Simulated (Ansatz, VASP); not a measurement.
PbO in VASP and in Ansatz

The input INCAR:

```
  ALGO = Normal
  EDIFF = 1E-7
  ENCUT = 520
  GGA = PE
  ISIF = 2
  ISMEAR = -1
  LASPH = True
  LCHARG = True
  LELF = True
  LREAL = False
  LVHAR = True
  LWAVE = False
  NBANDS = 28
  NELM = 60
  PREC = Accurate
  SIGMA = 0.02
```

File KPOINTS:

```
k-points
0
Gamma
  12 12 4
```

File POSCAR:

```
PbO
1.0
    3.5664584730      0.0000000000      0.0000000000
   -1.7832292365      3.0886436392      0.0000000000
    0.0000000000      0.0000000000      6.4701096420
Pb O
2 2
Direct
    0.0000000000      0.0000000000      0.0000000000
    0.0000000000      0.0000000000      0.5000000000
    0.3333333333      0.6666666667      0.2500000000
    0.6666666667      0.3333333333      0.7500000000
```

Input for Ansatz:

```yaml
crystal:
  lattice:
    - [3.566458473, 0.0, 0.0]
    - [-1.7832292365, 3.0886436392, 0.0]
    - [0.0, 0.0, 6.470109642]
  atoms:
    - { symbol: Pb, position: [0.0, 0.0, 0.0] }
    - { symbol: Pb, position: [0.0, 0.0, 0.5] }
    - { symbol: O, position: [0.3333333333, 0.6666666667, 0.25] }
    - { symbol: O, position: [0.6666666667, 0.3333333333, 0.75] }
kpoints:
  mp_grid: { grid: [12, 12, 4] }
  band_path:
    path:
      - [0.0, 0.0, 0.0]
      - [0.5, 0.0, 0.0]
      - [0.3333333333, 0.3333333333, 0.0]
      - [0.0, 0.0, 0.5]
      - [0.5, 0.0, 0.5]
      - [0.3333333333, 0.3333333333, 0.5]
      - [0.0, 0.0833333333, 0.0]
    npoints: 1
hamiltonian:
  xc: pbe
scf:
  occupations: { method: fermi_dirac, width: 0.02 }
  n_extra_bands: 5
output:
  forces: true
  stress: true
  eigenvalues: true
```

Alike in both runs: task single point; functional PBE; k mesh 12 × 12 × 4; occupations fermi-dirac, width 0.02 eV; no spin polarisation.

```csv
,VASP,Ansatz
version,VASP 6.6.1,Ansatz 0.2.0
potentials or method,"VASP PAW PBE potentials, release 64 (Pb_d, O)","plane waves, PAW"
plane-wave cutoff (eV),520,420
valence electrons in the cell,40,40
```

|  | VASP | Ansatz | Ansatz less VASP |
| --- | --- | --- | --- |
| pressure (GPa) | 2.7 | 2.7 | +0.05 |
| traceless stress, the component that is largest in VASP (GPa) | 0.07 | 0.07 | +0.001 |

Spin-orbit coupling is off throughout.
